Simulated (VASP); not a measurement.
Write the native input for VASP 6.6.1 that does the following.

```yaml
Task: single point
Functional: PBE
Potentials_or_basis: VASP PAW PBE potentials, release 64 (Mg, Ge_d, N)
Cutoff: 520 eV
k_mesh: 12 × 12 × 2
Occupations: gaussian, width 0.1 eV
Spin: no spin polarisation
Dipole_correction: no
Further_INCAR_settings: ALGO = Normal; EDIFF = 1e-07; NBANDS = 38
```

The structure of Mg4Ge3N lies in POSCAR:

```
Mg4Ge3N
1.0
    3.0631589385      0.0000000000      0.0000000000
   -1.5315794693      2.6527734566      0.0000000000
    0.0000000000      0.0000000000     15.1479115396
Mg Ge N
4 3 1
Direct
    0.6666666667      0.3333333333      0.9301399590
    0.3333333333      0.6666666667      0.0698600410
    0.6666666667      0.3333333333      0.6414984617
    0.3333333333      0.6666666667      0.3585015383
    0.0000000000      0.0000000000      0.5000000000
    0.6666666667      0.3333333333      0.2202365727
    0.3333333333      0.6666666667      0.7797634273
    0.0000000000      0.0000000000      0.0000000000
```

One way to write it, as run:

INCAR

```
SYSTEM = Mg4Ge3N
PREC = Accurate
ENCUT = 520
EDIFF = 1E-7
ISMEAR = 0
SIGMA = 0.1
LREAL = .False.
LASPH = .True.
NELM = 60
ALGO = Normal
ISIF = 2
LWAVE = .False.
LCHARG = .False.
GGA = PE
NBANDS = 38
```

KPOINTS

```
regular mesh
0
Gamma
  12 12 2
  0 0 0
```

Potentials or basis: VASP PAW PBE potentials, release 64 (Mg, Ge_d, N).

The run is started by

```sh
$ cat potpaw_PBE.64/Mg/POTCAR potpaw_PBE.64/Ge_d/POTCAR potpaw_PBE.64/N/POTCAR > POTCAR
$ mpirun -np 1 vasp_std > vasp.out
```

Results of the run:

| Item | Value |
| --- | --- |
| Pressure | 10.0 GPa |
| Largest force | 0.012 eV/Å |
| Band gap on the k mesh | zero (an odd number of electrons rules out a gap without spin polarisation) |

Caveat: the cell stands under pressure.

Run time: 7.1 min on 1 thread of Oxide Virtual Turin-like Processor (shared host), peak memory 0.31 GiB.
